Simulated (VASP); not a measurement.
# SiO2 (P6_422) in VASP: further runs, part 2 of 2

VASP 6.6.1. The steps go on from the part before.

### 5 Single point, LDA (13.09 Å³/atom)

This run uses another cell than the first one, of 13.09 Å³/atom.

File INCAR:

```
ALGO = Normal
EDIFF = 1E-6
ENCUT = 520
ISIF = 2
ISMEAR = 0
LASPH = True
LCHARG = True
LELF = True
LREAL = False
LVHAR = True
LWAVE = False
NBANDS = 34
NELM = 60
PREC = Accurate
SIGMA = 0.02
```

File KPOINTS:

```
k-points
0
Gamma
  6 6 4
```

File POSCAR:

```
SiO2
1.0
    4.9787147566      0.0000000000      0.0000000000
   -2.4893573783      4.3116934574      0.0000000000
    0.0000000000      0.0000000000      5.4890205141
Si O
3 6
Direct
    0.0000000000      0.5000000000      0.3333333333
    0.5000000000      0.5000000000      0.6666666667
    0.5000000000      0.0000000000      0.0000000000
    0.5900571399      0.7950285699      0.8333333333
    0.7950285699      0.5900571399      0.5000000000
    0.7950285699      0.2049714301      0.1666666667
    0.4099428601      0.2049714301      0.8333333333
    0.2049714301      0.4099428601      0.5000000000
    0.2049714301      0.7950285699      0.1666666667
```

Potentials or basis: VASP PAW LDA potentials, release 64 (Si, O).

Launch:

```console
> cat potpaw_LDA.64/Si/POTCAR potpaw_LDA.64/O/POTCAR > POTCAR
> mpirun -np 1 vasp_std > vasp.out
```

OUTCAR:

```text
EDIFF = 1E-6
   ENCUT = 520
   ISIF = 2
   ISMEAR = 0
   LASPH = True
   LREAL = False
   NELM = 60
   PREC = Accurate

 ion  position               nearest neighbor table
   1  0.000  0.500  0.333-   6 1.59   9 1.59   8 1.59   5 1.59   3 3.09   3 3.09   2 3.09   2 3.09

   2  0.500  0.500  0.667-   4 1.59   7 1.59   5 1.59   8 1.59   3 3.09   3 3.09   1 3.09   1 3.09

   3  0.500  0.000  0.000-   6 1.59   9 1.59   7 1.59   4 1.59   1 3.09   2 3.09   2 3.09   1 3.09

   4  0.590  0.795  0.833-   2 1.59   3 1.59
   5  0.795  0.590  0.500-   2 1.59   1 1.59
   6  0.795  0.205  0.167-   1 1.59   3 1.59
   7  0.410  0.205  0.833-   2 1.59   3 1.59
   8  0.205  0.410  0.500-   2 1.59   1 1.59
   9  0.205  0.795  0.167-   1 1.59   3 1.59

  LATTYP: Found a hexagonal cell.
 ALAT       =     4.9787147566
 C/A-ratio  =     1.1024974883

  Lattice vectors:

 A1 = (   4.9787147566,   0.0000000000,   0.0000000000)
 A2 = (  -2.4893573783,   4.3116934574,   0.0000000000)
 A3 = (   0.0000000000,   0.0000000000,   5.4890205141)

Analysis of symmetry for initial positions (statically):
=====================================================================
 Subroutine PRICEL returns:
 Original cell was already a primitive cell.

 Routine SETGRP: Setting up the symmetry group for a
 hexagonal supercell.

 Subroutine GETGRP returns: Found 12 space group operations
 (whereof  4 operations were pure point group operations)
 out of a pool of 24 trial point group operations.

The static configuration has the point symmetry D_2 .
 The point group associated with its full space group is D_6 .

Analysis of symmetry for dynamics (positions and initial velocities):
=====================================================================
 Subroutine PRICEL returns:
 Original cell was already a primitive cell.
[... 142 lines left out ...]
  Thomas-Fermi vector in A             =   2.349028
   LORBIT       =      0    0 simple, 1 ext, 2 COOP (PROOUT), +10 PAW based schemes
   GGA     = CA    functional components
   LHFCALC =     F    Hartree Fock is set to
   AEXX    =    0.0000 exact exchange contribution
   IVDW    =     0    specifies the selected vdW correction
   LEPSILON=     F    determine dielectric tensor
   LRPA    =     F    only Hartree local field effects (RPA)
 non-spin polarized calculation
 Gauss-broadening in eV      SIGMA  =   0.02
  energy-cutoff  :      520.00
  volume of cell :      117.83
 maximum number of plane-waves:      3190
 NGX is ok and might be reduce to    40
   NGX = 19   NGY = 19   NGZ = 21

 number of electron      47.9999995 magnetization

 Free energy of the ion-electron system (eV)
  ---------------------------------------------------
  ext. energy  EPLUGINS =         0.00000000
  ---------------------------------------------------
  free energy    TOTEN  =       -77.74351822 eV

  energy without entropy =      -77.74351822  energy(sigma->0) =      -77.74351822

 E-fermi :   0.7040     XC(G=0):  -9.5092

 val. band max:        0.5867740861   @ k =   0.0000   0.0000   0.5000
 cond. band min:       6.1656704677   @ k =   0.0000   0.0000   0.0000
 fundamental gap:      5.5788963815
 Fermi energy:         0.7040430325

 k-point     1 :       0.0000    0.0000    0.0000
  band No.  band energies     occupation
      1     -18.7687      2.00000
      2     -17.2014      2.00000
      3     -17.2014      2.00000
      4     -16.5137      2.00000
      5     -16.5137      2.00000
      6     -16.4884      2.00000
[... 766 lines left out ...]
     33      11.9851      0.00000
     34      11.9969      0.00000

------------------------ aborting loop because EDIFF is reached ----------------------------------------

  FORCE on cell =-STRESS in cart. coord.  units (eV):
  Direction    XX          YY          ZZ          XY          YZ          ZX
  --------------------------------------------------------------------------------------
  -------------------------------------------------------------------------------------
  Total        3.6335327      3.6335327      3.7692779      0.0000000      0.0000000      0.0000000
  in kB       49.4059986     49.4059986     51.2517571      0.0000000      0.0000000      0.0000000
  external PRESSURE =      50.0212514 kB  Pullay stress =       0.0000000 kB

 VOLUME and BASIS-vectors are now :
 -----------------------------------------------------------------------------
  energy-cutoff  :      520.00
  volume of cell :      117.83
      direct lattice vectors                 reciprocal lattice vectors
     4.978714757  0.000000000  0.000000000     0.200855050  0.115963717  0.000000000
    -2.489357378  4.311693457  0.000000000     0.000000000  0.231927434  0.000000000
     0.000000000  0.000000000  5.489020514     0.000000000  0.000000000  0.182181866

 POSITION                                       TOTAL-FORCE (eV/Angst)
 -----------------------------------------------------------------------------------
     -1.24468      2.15585      1.82967         0.000000     -0.000000     -0.000000
      1.24468      2.15585      3.65935         0.000000     -0.000000     -0.000000
      2.48936      0.00000      0.00000         0.000000     -0.000000      0.000000
      0.95862      3.42792      4.57418         0.003984      0.002300     -0.000000
      2.48936      2.54415      2.74451         0.000000      0.004600     -0.000000
      3.44797      0.88377      0.91484         0.003984     -0.002300     -0.000000
      1.53074      0.88377      4.57418        -0.003984     -0.002300     -0.000000
      0.00000      1.76755      2.74451         0.000000     -0.004600     -0.000000
     -0.95862      3.42792      0.91484        -0.003984      0.002300      0.000000
 -----------------------------------------------------------------------------------
    total drift:                                0.000000     -0.000000     -0.000001

  FREE ENERGIE OF THE ION-ELECTRON SYSTEM (eV)
  ---------------------------------------------------
  free  energy   TOTEN  =       -77.7435182209 eV

  energy  without entropy=      -77.7435182209  energy(sigma->0) =      -77.74351822
```

OSZICAR:

```text
N       E                     dE             d eps       ncg     rms          rms(c)
DAV:   1     0.269159857929E+03    0.26916E+03   -0.25067E+04  1428   0.130E+03
DAV:   2    -0.703371206447E+02   -0.33950E+03   -0.32911E+03  1842   0.302E+02
DAV:   3    -0.881230234880E+02   -0.17786E+02   -0.17714E+02  1824   0.730E+01
DAV:   4    -0.883161185062E+02   -0.19310E+00   -0.19292E+00  1792   0.855E+00
DAV:   5    -0.883189609937E+02   -0.28425E-02   -0.28416E-02  1806   0.103E+00    0.272E+01
DAV:   6    -0.780437522684E+02    0.10275E+02   -0.36694E+01  1612   0.321E+01    0.137E+01
DAV:   7    -0.778575236896E+02    0.18623E+00   -0.10333E+00  1744   0.491E+00    0.468E+00
DAV:   8    -0.777597470535E+02    0.97777E-01   -0.62261E-02  1792   0.166E+00    0.179E+00
DAV:   9    -0.777429705689E+02    0.16776E-01   -0.22099E-02  1800   0.997E-01    0.266E-01
DAV:  10    -0.777435726986E+02   -0.60213E-03   -0.21374E-03  1742   0.246E-01    0.953E-02
DAV:  11    -0.777435178482E+02    0.54850E-04   -0.59209E-04  1792   0.143E-01    0.177E-02
DAV:  12    -0.777435181213E+02   -0.27317E-06   -0.13845E-05  1764   0.213E-02    0.758E-03
DAV:  13    -0.777435182209E+02   -0.99551E-07   -0.40384E-06  1784   0.109E-02
   1 F= -.77743518E+02 E0= -.77743518E+02  d E =-.191322E-18
```

stdout:

```text
POSCAR found type information on POSCAR SiO
 POSCAR found :  2 types and       9 ions
 scaLAPACK will be used
 LDA part: xc-table for (Slater(with rela. corr.)+CA(PZ))
 , standard interpolation
 POSCAR, INCAR and KPOINTS ok, starting setup
 FFT: planning ... GRIDC
 FFT: planning ... GRID_SOFT
 FFT: planning ... GRID
 WAVECAR not read
 entering main loop
```

It took 56 s on 1 thread of Intel Xeon Platinum 8488C (Sapphire Rapids), shared host; peak memory 0.22 GiB.

What came out:

| Item | Value |
| --- | --- |
| Free energy | -77.7435 eV |
| Pressure | 5.0 GPa |
| Largest force | 0.005 eV/Å |
| Band gap on the k mesh | 5.58 eV (least direct gap 5.74 eV) |

Forces in eV/Å, atoms in the order of the input:
```
Si   0.000  0.000  0.000
Si   0.000  0.000  0.000
Si   0.000  0.000  0.000
O    0.004  0.002  0.000
O    0.000  0.005  0.000
O    0.004 -0.002  0.000
O   -0.004 -0.002  0.000
O    0.000 -0.005  0.000
O   -0.004  0.002  0.000
```

Stress tensor (GPa, compression positive):
```
4.94 0.00 0.00
0.00 4.94 0.00
0.00 0.00 5.13
```

Levels at points of the mesh, in eV from the valence-band top:
```csv
k point,band 21,band 22,band 23,band 24,band 25,band 26,band 27,band 28
"(0.00, 0.00, 0.00)",-1.09,-0.52,-0.52,-0.16,5.58,8.82,8.82,9.24
"(0.50, 0.00, 0.00)",-1.23,-1.03,-0.38,-0.01,7.62,8.54,9.52,9.53
"(0.00, 0.00, 0.50)",-1.29,-0.30,0.00,0.00,7.42,7.42,8.20,9.87
"(0.50, 0.00, 0.50)",-0.97,-0.77,-0.71,-0.38,8.76,9.00,9.28,9.30
```

Caveat: the cell stands under pressure. A k mesh can miss the band edges.

### 6 Overview

```tsv
cell	gap on the mesh (eV)	pressure (GPa)	largest force (eV/Å)
a = 4.720, b = 4.720, c = 5.539 Å, angles 90.0, 90.0, 120.0°, 9 atoms, atomic positions A	5.56	19.8	0.01
a = 4.822, b = 4.822, c = 5.490 Å, angles 90.0, 90.0, 120.0°, 9 atoms, atomic positions B	5.63	14.8	0.01
a = 4.905, b = 4.905, c = 5.480 Å, angles 90.0, 90.0, 120.0°, 9 atoms, atomic positions C	5.63	9.8	0.01
a = 4.979, b = 4.979, c = 5.489 Å, angles 90.0, 90.0, 120.0°, 9 atoms, atomic positions D	5.58	5.0	-
```

Alike in all rows: task single point; level LDA; potentials or basis VASP PAW LDA potentials, release 64 (Si, O); no spin polarisation; k mesh 6 × 6 × 4; cutoff (eV) 520; smearing gaussian 0.02 eV.

Caveats: the cell stands under pressure.

Absolute energies hang on the potentials; compare differences alone.
